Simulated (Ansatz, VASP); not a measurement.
SiC: VASP beside Ansatz

```xyz
2
Lattice="0.0000 2.1740 2.1740 2.1740 0.0000 2.1740 2.1740 2.1740 0.0000" Properties=species:S:1:pos:R:3 pbc="T T T"
Si   -0.1591   -0.1591    0.4500
C     3.2610    3.2610    3.2610
```

Alike in both runs: task single point; functional PBE; k mesh 12 × 12 × 12; occupations gaussian, width 0.05 eV; no spin polarisation.

```csv
,VASP,Ansatz
version,VASP 6.6.1,Ansatz 0.2.0
potentials or method,"VASP PAW PBE potentials, release 64 (Si, C), cutoff 520 eV","scalar-relativistic, plane waves, PAW"
valence electrons in the cell,8,8
```

|  | VASP | Ansatz | Ansatz less VASP |
| --- | --- | --- | --- |
| gap on the k mesh at the Fermi level (eV) | none | none | - |
| pressure (GPa) | 25.0 | 25.2 | +0.14 |
| traceless stress, the component that is largest in VASP (GPa) | -28.14 | -28.19 | -0.052 |
| rms of the force components (eV/Å) | 3.342 | 3.343 | +0.0005 |

Atom by atom the forces differ by 0.001 eV/Å (rms over components). A gap of «none» marks a metal or a gap that the smearing closes.
